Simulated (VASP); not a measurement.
Write the native input for VASP 6.6.1 that does the following.

```yaml
Task: single point
Functional: PBE
Potentials_or_basis: VASP PAW PBE potentials, release 64 (Sr_sv)
Cutoff: 500 eV
k_mesh: 2 × 2 × 2
Occupations: gaussian, width 0.1 eV
Spin: no spin polarisation
Dipole_correction: no
Further_INCAR_settings: ALGO = Normal; EDIFF = 1e-06; NBANDS = 11
```

The structure of Sr lies in POSCAR:

```
Sr
1.0
   -2.4250000000      2.4250000000      2.4250000000
    2.4250000000     -2.4250000000      2.4250000000
    2.4250000000      2.4250000000     -2.4250000000
Sr
1
Direct
    0.0000000000      0.0000000000      0.0000000000
```

These files were run (other wordings do the same):

INCAR

```
ALGO = Normal ; EDIFF = 1E-6
ENCUT = 500 ; GGA = PE
GGA_COMPAT = F ; ISIF = 2
ISMEAR = 0 ; LASPH = T
LCHARG = F ; LREAL = F
LWAVE = F ; NBANDS = 11
NELM = 120 ; PREC = Accurate
SIGMA = 0.1
```

KPOINTS

```
k-points
0
Gamma
  2 2 2
```

Potentials or basis: VASP PAW PBE potentials, release 64 (Sr_sv).

Launch:

```console
$ cat potpaw_PBE.64/Sr_sv/POTCAR > POTCAR
$ mpirun -np 1 vasp_std > vasp.out
```

Results of the run:

```yaml
Pressure: -3.7 GPa
Band_gap_on_the_k_mesh: zero (filled and empty bands touch)
```

Caveat: the k points lie up to 0.92 Å⁻¹ apart.

It used 6.4 s of CPU time on 1 thread of Intel(R) Xeon(R) Platinum 8488C (Sapphire Rapids) (shared host).
